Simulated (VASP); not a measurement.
# Pd3Cl in VASP: single point with PBE

Aim: the single point of Pd3Cl with PBE.

Program: VASP 6.6.1. These are calculated values, not measurements. Logs are shortened: lines on timing, memory, paths and dates and some standing lists are left out, and cuts for length are marked.

## 1. The cell of the first run

The cell holds a slab with vacuum, 4 atoms: a = 2.788 Å, b = 2.788 Å, c = 19.387 Å, α = 90.00°, β = 90.00°, γ = 90.00°.

## 2. Single point, PBE

Input file INCAR:

```
ALGO     = Normal         # electronic algorithm
DIPOL    = 0.5 0.5 0.357
EDIFF    = 1E-6           # SCF threshold, eV
ENCUT    = 520            # plane-wave cutoff, eV
GGA      = PE             # functional
IDIPOL   = 3            
ISIF     = 2              # what is computed and relaxed
ISMEAR   = 0              # smearing method
LASPH    = True           # aspherical terms in the spheres
LCHARG   = False          # write CHGCAR
LDIPOL   = True         
LREAL    = False          # projectors in reciprocal space
LWAVE    = False          # write WAVECAR
NBANDS   = 26             # bands
NELM     = 60             # most SCF steps
PREC     = Accurate       # precision mode
SIGMA    = 0.1            # smearing width, eV
```

Input file KPOINTS:

```
k-points
0
Gamma
  10 10 1
```

Input file POSCAR:

```
Pd3Cl
1.0
    2.7875943942      0.0000000000      0.0000000000
    0.0000000000      2.7875943942      0.0000000000
    0.0000000000      0.0000000000     19.3873314569
Pd Cl
3 1
Direct
    0.5000000000      0.5000000000      0.2063202978
    0.0000000000      0.0000000000      0.3065748042
    0.5000000000      0.5000000000      0.4068291438
    0.5000000000      1.0000000000      0.5090371844
```

Potentials or basis: VASP PAW PBE potentials, release 64 (Pd, Cl).

Run with:

```console
$ cat potpaw_PBE.64/Pd/POTCAR potpaw_PBE.64/Cl/POTCAR > POTCAR
$ mpirun -np 1 vasp_std > vasp.out
```

OUTCAR:

```text
EDIFF = 1E-6
   ENCUT = 520
   GGA = PE
   ISIF = 2
   ISMEAR = 0
   LASPH = True
   LREAL = False
   NELM = 60
   PREC = Accurate

 ion  position               nearest neighbor table
   1  0.500  0.500  0.206-   2 2.77   2 2.77   2 2.77   2 2.77
   2  0.000  0.000  0.307-   3 2.77   3 2.77   3 2.77   3 2.77   1 2.77   1 2.77   1 2.77   1 2.77

   3  0.500  0.500  0.407-   4 2.42   4 2.42   2 2.77   2 2.77   2 2.77   2 2.77
   4  0.500  0.000  0.509-   3 2.42   3 2.42

  LATTYP: Found a simple tetragonal cell.
 ALAT       =     2.7875943942
 C/A-ratio  =     6.9548609716

  Lattice vectors:

 A1 = (   2.7875943942,   0.0000000000,   0.0000000000)
 A2 = (   0.0000000000,   2.7875943942,   0.0000000000)
 A3 = (   0.0000000000,   0.0000000000,  19.3873314569)

Analysis of symmetry for initial positions (statically):
=====================================================================
 Subroutine PRICEL returns:
 Original cell was already a primitive cell.

 Routine SETGRP: Setting up the symmetry group for a
 simple tetragonal supercell.

 Subroutine GETGRP returns: Found  4 space group operations
 (whereof  4 operations were pure point group operations)
 out of a pool of 16 trial point group operations.

The static configuration has the point symmetry C_2v.

Analysis of symmetry for dynamics (positions and initial velocities):
=====================================================================
 Subroutine PRICEL returns:
 Original cell was already a primitive cell.

 Routine SETGRP: Setting up the symmetry group for a
 simple tetragonal supercell.

 Subroutine GETGRP returns: Found  4 space group operations
 (whereof  4 operations were pure point group operations)
 out of a pool of 16 trial point group operations.

The dynamic configuration has the point symmetry C_2v.

 Subroutine INISYM returns: Found  4 space group operations
 (whereof  4 operations are pure point group operations),
 and found     1 'primitive' translations

----------------------------------------------------------------------------------------

                                     Primitive cell

  volume of cell :     150.6528

  direct lattice vectors                    reciprocal lattice vectors
     2.787594394  0.000000000  0.000000000     0.358732247  0.000000000  0.000000000
[... 94 lines left out ...]
   IBRION =     -1    ionic relax: 0-MD 1-quasi-New 2-CG
   NFREE  =      0    steps in history (QN), initial steepest desc. (CG)
   ISIF   =      2    stress and relaxation
   ISYM   =      2    0-nonsym 1-usesym 2-fastsym
   POTIM  = 0.5000    time-step for ionic-motion
   TEBEG  =    0.0;   TEEND  =   0.0 temperature during run
   PSTRESS=    0.0 pullay stress
   NELECT =      37.0000    total number of electrons
   NUPDOWN=      -1.0000    fix difference up-down
   EMIN   =  10.00;   EMAX   =-10.00  energy-range for DOS
   EFERMI =   0.00;   METHOD = LEGACY
   ISMEAR =     0;   SIGMA  =   0.10  broadening in eV -4-tet -1-fermi 0-gaus
   EFERMI_NEDOS =   21; number of points for ismear=-14 and -15
   IALGO  =     38    algorithm
   IMIX   =      4    mixing-type and parameters
     AMIX     =   0.40;   BMIX     =  1.00
     AMIX_MAG =   1.60;   BMIX_MAG =  1.00
  volume/ion in A,a.u.               =      37.66       254.16
  Fermi-wavevector in a.u.,A,eV,Ry     =   1.025218  1.937382 14.300710  1.051073
  Thomas-Fermi vector in A             =   2.159047
   LORBIT       =      0    0 simple, 1 ext, 2 COOP (PROOUT), +10 PAW based schemes
   GGA     = PE    functional components
   LHFCALC =     F    Hartree Fock is set to
   AEXX    =    0.0000 exact exchange contribution
   IVDW    =     0    specifies the selected vdW correction
   LEPSILON=     F    determine dielectric tensor
   LRPA    =     F    only Hartree local field effects (RPA)
 non-spin polarized calculation
 Gauss-broadening in eV      SIGMA  =   0.10
  energy-cutoff  :      520.00
  volume of cell :      150.65
 maximum number of plane-waves:      4096
 NGX is ok and might be reduce to    24
   NGX = 11   NGY = 11   NGZ = 73

 dipolmoment           0.000000      0.000000     -0.006589 electrons x Angstroem

 number of electron      37.0000009 magnetization

 dipolmoment           0.000000      0.000000      0.024617 electrons x Angstroem

 Free energy of the ion-electron system (eV)
  ---------------------------------------------------
  ext. energy  EPLUGINS =         0.00000000
  ---------------------------------------------------
  free energy    TOTEN  =       -16.43626150 eV

  energy without entropy =      -16.39860233  energy(sigma->0) =      -16.41743192

 E-fermi :   0.3411     XC(G=0):  -5.8768

 val. band max:        0.3366965390   @ k =  -0.1000   0.2000   0.0000
 cond. band min:       0.3421473787   @ k =  -0.1000   0.5000   0.0000
 fundamental gap:      0.0054508397
 Fermi energy:         0.3410956828

 k-point     1 :       0.0000    0.0000    0.0000
  band No.  band energies     occupation
      1     -16.3783      2.00000
      2      -6.1323      2.00000
      3      -5.0523      2.00000
      4      -4.3392      2.00000
      5      -4.1398      2.00000
      6      -3.6358      2.00000
[... 685 lines left out ...]
     25       8.9611      0.00000
     26       9.1651      0.00000

 [... further k-points ...]

------------------------ aborting loop because EDIFF is reached ----------------------------------------

 vacuum level on the upper side and lower side of the slab       (xc-potential included)         0.179        -0.288

  FORCE on cell =-STRESS in cart. coord.  units (eV):
  Direction    XX          YY          ZZ          XY          YZ          ZX
  --------------------------------------------------------------------------------------
  -------------------------------------------------------------------------------------
  Total        1.8478333      2.1785547      0.2740470      0.0000000      0.0000000      0.0000000
  in kB       19.6515207     23.1687098      2.9144621      0.0000000      0.0000000      0.0000000
  external PRESSURE =      15.2448975 kB  Pullay stress =       0.0000000 kB

 VOLUME and BASIS-vectors are now :
 -----------------------------------------------------------------------------
  energy-cutoff  :      520.00
  volume of cell :      150.65
      direct lattice vectors                 reciprocal lattice vectors
     2.787594394  0.000000000  0.000000000     0.358732247  0.000000000  0.000000000
     0.000000000  2.787594394  0.000000000     0.000000000  0.358732247  0.000000000
     0.000000000  0.000000000 19.387331457     0.000000000  0.000000000  0.051580074

 POSITION                                       TOTAL-FORCE (eV/Angst)
 -----------------------------------------------------------------------------------
      1.39380      1.39380      4.00000         0.000000      0.000000     -0.019320
      0.00000      0.00000      5.94367         0.000000      0.000000     -0.132423
      1.39380      1.39380      7.88733         0.000000      0.000000      0.163706
      1.39380      0.00000      9.86887         0.000000      0.000000     -0.011963
 -----------------------------------------------------------------------------------
    total drift:                                0.000000      0.000000      0.000619

  FREE ENERGIE OF THE ION-ELECTRON SYSTEM (eV)
  ---------------------------------------------------
  free  energy   TOTEN  =       -16.4362615020 eV

  energy  without entropy=      -16.3986023310  energy(sigma->0) =      -16.41743192

 vacuum level on the upper side and lower side of the slab         5.927         5.360
```

stdout:

```text
POSCAR found type information on POSCAR PdCl
 POSCAR found :  2 types and       4 ions
 scaLAPACK will be used
 LDA part: xc-table for (Slater+PW92), standard interpolation
 POSCAR, INCAR and KPOINTS ok, starting setup
 FFT: planning ... GRIDC
 FFT: planning ... GRID_SOFT
 FFT: planning ... GRID
 WAVECAR not read
 entering main loop
```

It took 2.5 min on 1 thread of AMD EPYC 9R45 (Zen 5), shared host; peak memory 0.3 GiB.

Results:

| Quantity | Value |
| --- | --- |
| Free energy | -16.4363 eV |
| Largest force | 0.164 eV/Å |
| Band gap on the k mesh | zero (an odd number of electrons rules out a gap without spin polarisation) |

Forces in eV/Å, atoms in the order of the input:
```
Pd   0.000  0.000 -0.019
Pd   0.000  0.000 -0.132
Pd   0.000  0.000  0.164
Cl   0.000  0.000 -0.012
```
